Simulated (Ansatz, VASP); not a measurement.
Two plane-wave programs on SnO

```
Sn O
1.0
     3.83710    0.00000    0.00000
     0.00000    3.83710    0.00000
     0.00000    0.00000    4.76213
Sn O
2 2
Cartesian
  0.0000 1.9185 1.1584
  1.9185 0.0000 3.6038
  -0.2121 -0.2121 0.0000
  1.9185 1.9185 0.0000
```

Alike in both runs: task single point; functional PBE; dispersion D3(BJ); k mesh 12 × 12 × 10; occupations gaussian, width 0.15 eV; no spin polarisation.

|  | VASP | Ansatz |
| --- | --- | --- |
| version | VASP 6.6.1 | Ansatz 0.2.0 |
| potentials or method | VASP PAW PBE potentials, release 64 (Sn_d, O), cutoff 520 eV | scalar-relativistic, plane waves, PAW |
| valence electrons in the cell | 40 | 40 |

Ansatz gave:

| Property | Result |
| --- | --- |
| gap on the k mesh at the Fermi level (eV) | none |
| pressure (GPa) | 2.7 |
| traceless stress, the component that is largest in VASP (GPa) | -2.02 |
| rms of the force components (eV/Å) | 0.885 |

Question: Which values does VASP return?

Answer: gap on the k mesh at the Fermi level (eV): none; pressure (GPa): 2.9; traceless stress, the component that is largest in VASP (GPa): -2.12; rms of the force components (eV/Å): 0.901.

Atom by atom the forces differ by 0.037 eV/Å (rms over components). A gap of «none» marks a metal or a gap that the smearing closes.
